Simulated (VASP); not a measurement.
HfO2: single point with PBE

HfO2:

```
Hf O
1.0
     0.00000    2.55750    2.60865
     2.55750    0.00000    2.60865
     2.55750    2.55750    0.00000
Hf O
1 2
Cartesian
  0.0000 0.0000 0.0000
  1.2788 1.2788 1.3043
  3.8363 3.8363 3.9130
```

This cell differs from its parent crystal: z stretched by +2 %, then relaxed in part.

* Program: VASP 6.6.1
* Task: single point
* Functional: PBE
* Potentials or basis: VASP PAW PBE potentials, release 64 (Hf_pv, O)
* Cutoff: 520 eV
* k mesh: 10 × 10 × 10
* Occupations: fermi-dirac, width 0.02 eV
* Spin: no spin polarisation

- Pressure: -10.3 GPa
- Band gap on the k mesh: 3.57 eV (least direct gap 3.59 eV)

Stress tensor (GPa, compression positive):
```
 -7.34   0.00   0.00
  0.00  -7.34   0.00
  0.00   0.00 -16.11
```

Levels at points of the mesh, in eV from the valence-band top:
```
           k point  band 8  band 9  band 10  band 11  band 12  band 13  band 14  band 15
(0.00, 0.00, 0.00)   -5.12   -0.82    -0.57    -0.57     3.57     3.79     5.42     9.75
(0.50, 0.00, 0.00)   -3.04   -2.70    -1.86    -1.83     4.32     4.40     6.47     8.81
(0.50, 0.50, 0.00)   -3.41   -1.46    -1.46    -0.20     3.60     5.18     5.95     7.60
(0.50, 0.00, 0.50)   -3.38   -1.72    -1.38     0.00     3.59     5.20     6.24     7.64
```

Wall time 32 s on 1 thread of Intel(R) Xeon(R) Platinum 8559C (Emerald Rapids) (shared host), peak memory 0.19 GiB.

Caveat: the cell differs from its parent crystal (z stretched by +2 %, then relaxed in part); the cell stands under tension; spin-orbit coupling is left out, which moves the levels of the heavy elements. A k mesh can miss the band edges.
